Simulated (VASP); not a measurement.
# Be3CdO4 (Ama2) in VASP: relaxation of cell and atoms with PBE

Aim: the relaxation of cell and atoms of Be3CdO4 with PBE.

All numbers are computed with VASP 6.6.1; they aren't measurements. Logs are shortened: lines on timing, memory, paths and dates and some standing lists are left out, and cuts for length are marked.

**1. The cell of the first run**

It takes space group Ama2 (No. 40, orthorhombic). The conventional cell has a = 8.658 Å, b = 7.914 Å, c = 4.523 Å, α = 90.00°, β = 90.00°, γ = 90.00°. Within 2.1 Å of Be (site symmetry 2) lie 3 O at 1.54 to 1.56 Å. Be (site symmetry 1) has 4 O at 1.62 to 1.69 Å within 2.2 Å. Within 3.6 Å of Cd (site symmetry m) lie 11 O at 2.31 to 3.59 Å and 14 Be at 2.79 to 3.53 Å. O (site symmetry 1) has 3 Be at 1.56 to 1.67 Å within 2.1 Å. O (site symmetry 2) has 3 Be at 1.54 to 1.69 Å within 2.1 Å. O (site symmetry m) has 2 Be at 1.62 Å within 2.2 Å.

**2. Relaxation of cell and atoms, PBE**

INCAR

```
SYSTEM = Be3CdO4
PREC = Accurate ; ENCUT = 600
EDIFF = 1E-7 ; ISMEAR = 0
SIGMA = 0.02 ; LREAL = Auto
LASPH = .True. ; NELM = 80
ALGO = Normal ; ISIF = 3
LWAVE = .False. ; LCHARG = .False.
GGA = PE ; IBRION = 2
NSW = 100 ; EDIFFG = -0.01
```

KPOINTS

```
Automatic mesh
0
Gamma
  4 8 8
  0 0 0
```

POSCAR

```
Be3CdO4
1.0
    8.6581154264      0.0000000000      0.0000000000
    0.0000000000      3.9570516624      2.2614104958
    0.0000000000     -3.9570516624      2.2614104958
Be Cd O
6 2 8
Direct
    0.5000000000      0.9723532642      0.9723532642
    0.5717851033      0.6709689596      0.3378100476
    0.4282148967      0.3378100476      0.6709689596
    0.0000000000      0.9723532642      0.9723532642
    0.0717851033      0.3378100476      0.6709689596
    0.9282148967      0.6709689596      0.3378100476
    0.7500000000      0.3398158220      0.6347367957
    0.2500000000      0.6347367957      0.3398158220
    0.5413510526      0.6369258291      0.9683949626
    0.4586489474      0.9683949626      0.6369258291
    0.5000000000      0.3132206729      0.3132206729
    0.9586489474      0.6369258291      0.9683949626
    0.0413510526      0.9683949626      0.6369258291
    0.0000000000      0.3132206729      0.3132206729
    0.7500000000      0.7635653281      0.4628786973
    0.2500000000      0.4628786973      0.7635653281
```

Potentials or basis: VASP PAW PBE potentials, release 64 (Be, Cd, O).

Command:

```console
> cat potpaw_PBE.64/Be/POTCAR potpaw_PBE.64/Cd/POTCAR potpaw_PBE.64/O/POTCAR > POTCAR
> mpirun -np 1 vasp_std > vasp.out
```

OUTCAR:

```text
SYSTEM = Be3CdO4
   PREC = Accurate
   ENCUT = 600
   EDIFF = 1E-7
   ISMEAR = 0
   LREAL = Auto
   LASPH = .True.
   NELM = 80
   ISIF = 3
   GGA = PE
   IBRION = 2
   NSW = 100
   EDIFFG = -0.01

 ion  position               nearest neighbor table
   1  0.500  0.972  0.972-  11 1.54  10 1.56   9 1.56
   2  0.572  0.671  0.338-  15 1.62   9 1.63  10 1.67  11 1.69   8 2.79   7 2.93   7 3.05
   3  0.428  0.338  0.671-  16 1.62  10 1.63   9 1.67  11 1.69   7 2.79   8 2.93   8 3.05
   4  0.000  0.972  0.972-  14 1.54  13 1.56  12 1.56
   5  0.072  0.338  0.671-  16 1.62  13 1.63  12 1.67  14 1.69   7 2.79   8 2.93   8 3.05
   6  0.928  0.671  0.338-  15 1.62  12 1.63  13 1.67  14 1.69   8 2.79   7 2.93   7 3.05
   7  0.750  0.340  0.635-   9 2.31  12 2.31  15 2.33  15 2.42  11 2.58  14 2.58   3 2.79   5 2.79
                             2 2.93   6 2.93   6 3.05   2 3.05
   8  0.250  0.635  0.340-  10 2.31  13 2.31  16 2.33  16 2.42  11 2.58  14 2.58   2 2.79   6 2.79
                             5 2.93   3 2.93   5 3.05   3 3.05
   9  0.541  0.637  0.968-   1 1.56   2 1.63   3 1.67   7 2.31
  10  0.459  0.968  0.637-   1 1.56   3 1.63   2 1.67   8 2.31
  11  0.500  0.313  0.313-   1 1.54   2 1.69   3 1.69   7 2.58   8 2.58
  12  0.959  0.637  0.968-   4 1.56   6 1.63   5 1.67   7 2.31
  13  0.041  0.968  0.637-   4 1.56   5 1.63   6 1.67   8 2.31
  14  0.000  0.313  0.313-   4 1.54   5 1.69   6 1.69   7 2.58   8 2.58
  15  0.750  0.764  0.463-   2 1.62   6 1.62   7 2.33   7 2.42
  16  0.250  0.463  0.764-   3 1.62   5 1.62   8 2.33   8 2.42

  LATTYP: Found a base centered orthorhombic cell.
 ALAT       =     4.5228209916
 B/A-ratio  =     1.7498157322
 C/A-ratio  =     1.9143175117

  Lattice vectors:

 A1 = (   0.0000000000,   3.9570516624,   2.2614104958)
 A2 = (   0.0000000000,  -3.9570516624,   2.2614104958)
 A3 = (   8.6581154264,   0.0000000000,   0.0000000000)

Analysis of symmetry for initial positions (statically):
=====================================================================
 Subroutine PRICEL returns:
 Original cell was already a primitive cell.

 Routine SETGRP: Setting up the symmetry group for a
 base centered orthorhombic supercell.

 Subroutine GETGRP returns: Found  4 space group operations
 (whereof  2 operations were pure point group operations)
 out of a pool of  8 trial point group operations.

The static configuration has the point symmetry C_2 .
 The point group associated with its full space group is C_2v.

Analysis of symmetry for dynamics (positions and initial velocities):
=====================================================================
 Subroutine PRICEL returns:
 Original cell was already a primitive cell.

 Routine SETGRP: Setting up the symmetry group for a
 base centered orthorhombic supercell.

[... 148 lines left out ...]
   ISMEAR =     0;   SIGMA  =   0.02  broadening in eV -4-tet -1-fermi 0-gaus
   EFERMI_NEDOS =   21; number of points for ismear=-14 and -15
   IALGO  =     38    algorithm
   IMIX   =      4    mixing-type and parameters
     AMIX     =   0.40;   BMIX     =  1.00
     AMIX_MAG =   1.60;   BMIX_MAG =  1.00
  volume/ion in A,a.u.               =       9.68        65.36
  Fermi-wavevector in a.u.,A,eV,Ry     =   1.334852  2.522504 24.243265  1.781830
  Thomas-Fermi vector in A             =   2.463601
   LORBIT       =      0    0 simple, 1 ext, 2 COOP (PROOUT), +10 PAW based schemes
   GGA     = PE    functional components
   LHFCALC =     F    Hartree Fock is set to
   AEXX    =    0.0000 exact exchange contribution
   IVDW    =     0    specifies the selected vdW correction
   LEPSILON=     F    determine dielectric tensor
   LRPA    =     F    only Hartree local field effects (RPA)
 conjugate gradient relaxation of ions
 non-spin polarized calculation
 Gauss-broadening in eV      SIGMA  =   0.02
  energy-cutoff  :      600.00
  volume of cell :      154.95
 maximum number of plane-waves:      5200
 NGX is ok and might be reduce to    70
   NGX = 35   NGY = 19   NGZ = 19

--------------------------------------- Ionic step        1  -------------------------------------------

 number of electron      84.0000002 magnetization

 Free energy of the ion-electron system (eV)
  ---------------------------------------------------
  ext. energy  EPLUGINS =         0.00000000
  ---------------------------------------------------
  free energy    TOTEN  =       -99.17099689 eV

  energy without entropy =      -99.17099689  energy(sigma->0) =      -99.17099689

------------------------ aborting loop because EDIFF is reached ----------------------------------------

  FORCE on cell =-STRESS in cart. coord.  units (eV):
  Direction    XX          YY          ZZ          XY          YZ          ZX
  --------------------------------------------------------------------------------------
  -------------------------------------------------------------------------------------
  Total        0.3404434      0.2352085      0.2887695      0.0000000      0.0000000      0.0000000
  in kB        3.5200677      2.4319751      2.9857775      0.0000000      0.0000000      0.0000000
  external PRESSURE =       2.9792734 kB  Pullay stress =       0.0000000 kB
[... 337 lines left out ...]
--------------------------------------- Ionic step        8  -------------------------------------------

 number of electron      84.0000010 magnetization

 Free energy of the ion-electron system (eV)
  ---------------------------------------------------
  ext. energy  EPLUGINS =         0.00000000
  ---------------------------------------------------
  free energy    TOTEN  =       -99.17202200 eV

  energy without entropy =      -99.17202200  energy(sigma->0) =      -99.17202200

 E-fermi :   1.9931     XC(G=0): -10.5168

 val. band max:        1.8488860574   @ k =   0.5000   0.3750   0.2500
 cond. band min:       3.8447368920   @ k =   0.0000   0.0000   0.0000
 fundamental gap:      1.9958508346
 Fermi energy:         1.9930619378

 k-point     1 :       0.0000    0.0000    0.0000
  band No.  band energies     occupation
      1     -16.2430      2.00000
      2     -16.0434      2.00000
      3     -14.7980      2.00000
      4     -14.7642      2.00000
      5     -14.5548      2.00000
      6     -14.5446      2.00000
[... 1285 lines left out ...]
     50      10.9402      0.00000
     51      11.7035      0.00000

 [... further k-points ...]

------------------------ aborting loop because EDIFF is reached ----------------------------------------

  FORCE on cell =-STRESS in cart. coord.  units (eV):
  Direction    XX          YY          ZZ          XY          YZ          ZX
  --------------------------------------------------------------------------------------
  -------------------------------------------------------------------------------------
  Total        0.0070458      0.0050802      0.0317953      0.0000000      0.0000000      0.0000000
  in kB        0.0726878      0.0524095      0.3280134      0.0000000      0.0000000      0.0000000
  external PRESSURE =       0.1510369 kB  Pullay stress =       0.0000000 kB
[... 31 lines left out ...]
  FREE ENERGIE OF THE ION-ELECTRON SYSTEM (eV)
  ---------------------------------------------------
  free  energy   TOTEN  =       -99.1720220019 eV

  energy  without entropy=      -99.1720220019  energy(sigma->0) =      -99.17202200

 reached required accuracy - stopping structural energy minimisation
```

Wall time 66 min (1 thread of Oxide Virtual Turin-like, shared host); peak memory 0.52 GiB.

Results:

- Free energy: -99.1720 eV
- Relaxed volume: 9.71 Å³/atom
- Relaxed cell: a = 8.665 Å, b = 4.561 Å, c = 4.561 Å, α = 120.49°, β = 90.00°, γ = 90.00°
- Space group after relaxing (to 0.1 Å): Ama2 (No. 40)
- Energy gained by relaxing: 0.1 meV/atom
- Ionic steps: 8
- Pressure after relaxing: 0.0 GPa
- Largest force after relaxing: 0.010 eV/Å
- Band gap on the k mesh: 2.00 eV (least direct gap 2.16 eV)

Forces on the atoms (eV/Å):
```
Be   0.000  0.000 -0.007
Be  -0.002 -0.002 -0.002
Be   0.002  0.002 -0.002
Be   0.000  0.000 -0.007
Be  -0.002  0.002 -0.002
Be   0.002 -0.002 -0.002
Cd   0.000 -0.005  0.007
Cd   0.000  0.005  0.007
O    0.005  0.005  0.003
O   -0.005 -0.005  0.003
O    0.000  0.000  0.008
O   -0.005  0.005  0.003
O    0.005 -0.005  0.003
O    0.000  0.000  0.008
O    0.000 -0.003 -0.010
O    0.000  0.003 -0.010
```

Step by step:
| step | energy change (eV) | largest force (eV/Å) | pressure (GPa) | volume (Å³) |
| --- | --- | --- | --- | --- |
| 1 | 0.0000 | 0.0431 | 0.30 | 154.95 |
| 2 | -0.0007 | 0.0253 | -0.08 | 155.36 |
| 3 | -0.0007 | 0.0250 | -0.08 | 155.37 |
| 4 | -0.0009 | 0.0196 | -0.04 | 155.34 |
| 5 | -0.0010 | 0.0224 | 0.00 | 155.31 |
| 6 | -0.0010 | 0.0242 | 0.01 | 155.31 |
| 7 | -0.0010 | 0.0153 | 0.02 | 155.30 |
| 8 | -0.0010 | 0.0099 | 0.02 | 155.30 |

Final structure:
```
Be Cd O
1.0
     8.66536    0.00000    0.00000
     0.00000    3.95937    2.26328
     0.00000   -3.95937    2.26328
Be Cd O
6 2 8
Direct
  0.50000 0.97276 0.97276
  0.57175 0.67098 0.33784
  0.42825 0.33784 0.67098
  0.00000 0.97276 0.97276
  0.07175 0.33784 0.67098
  0.92825 0.67098 0.33784
  0.75000 0.33879 0.63429
  0.25000 0.63429 0.33879
  0.54073 0.63744 0.96904
  0.45927 0.96904 0.63744
  0.50000 0.31334 0.31334
  0.95927 0.63744 0.96904
  0.04073 0.96904 0.63744
  0.00000 0.31334 0.31334
  0.75000 0.76257 0.46188
  0.25000 0.46188 0.76257
```

A k mesh can miss the band edges.
